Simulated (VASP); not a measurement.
Write the native input for VASP 6.6.1 that does the following.

```
Task                               : single point
Functional                         : PBE0
Potentials or basis                : VASP PAW PBE potentials, release 64 (V_sv)
Cutoff                             : 520 eV
k mesh                             : 6 × 6 × 6
Occupations                        : fermi-dirac, width 0.05 eV
Spin                               : collinear spin, ferromagnetic start
Starting moments                   : [2.0] μB
Dipole correction                  : no
Grid for exact exchange (PRECFOCK) : Normal
Further INCAR settings             : ALGO = Normal; EDIFF = 1e-07; NBANDS = 16
Share of exact exchange            : 0.25
```

Crystal: V.

```
V
1.0
    -1.51435    1.51435    1.51435
     1.51435   -1.51435    1.51435
     1.51435    1.51435   -1.51435
V
1
Direct
  0.00000 0.00000 0.00000
```

One way to write it, as run:

POSCAR

```
V
1.0
   -1.5143500000      1.5143500000      1.5143500000
    1.5143500000     -1.5143500000      1.5143500000
    1.5143500000      1.5143500000     -1.5143500000
V
1
Direct
    0.0000000000      0.0000000000      0.0000000000
```

INCAR.step1

```
ALGO = Normal
EDIFF = 1E-5
ENCUT = 520
GGA = PE
ISIF = 2
ISMEAR = -1
ISPIN = 2
LASPH = T
LCHARG = F
LMAXMIX = 4
LORBIT = 11
LREAL = F
LWAVE = T
MAGMOM = 2
NBANDS = 16
NELM = 150
PREC = Accurate
SIGMA = 0.05
```

INCAR.step2

```
AEXX = 0.25
ALGO = Normal
EDIFF = 1E-7
ENCUT = 520
GGA = PE
ISIF = 2
ISMEAR = -1
ISPIN = 2
ISTART = 1
LASPH = T
LCHARG = F
LHFCALC = T
LMAXMIX = 4
LORBIT = 11
LREAL = F
LWAVE = F
MAGMOM = 2
NBANDS = 16
NELM = 150
PREC = Accurate
PRECFOCK = Normal
SIGMA = 0.05
```

KPOINTS

```
k-points
0
Gamma
  6 6 6
```

Potentials or basis: VASP PAW PBE potentials, release 64 (V_sv).

Run with:

```bash
$ cat potpaw_PBE.64/V_sv/POTCAR > POTCAR
$ cp INCAR.step1 INCAR
$ mpirun -np 1 vasp_std > vasp.out
$ cp INCAR.step2 INCAR
$ mpirun -np 1 vasp_std > vasp.out
```

It gave:

* Pressure: -8.4 GPa
* Net moment: 0.78 μB per cell
* Site moments: V +0.67 μB
* Valence electrons inside the program's atomic spheres: V 11.54

Caveat: the k points lie up to 0.49 Å⁻¹ apart; the PAW data sets were made with another functional, which shifts forces and pressure a little.

It took 64 min on 1 thread of Intel Xeon 8259CL, on a shared host, peak memory 0.14 GiB.
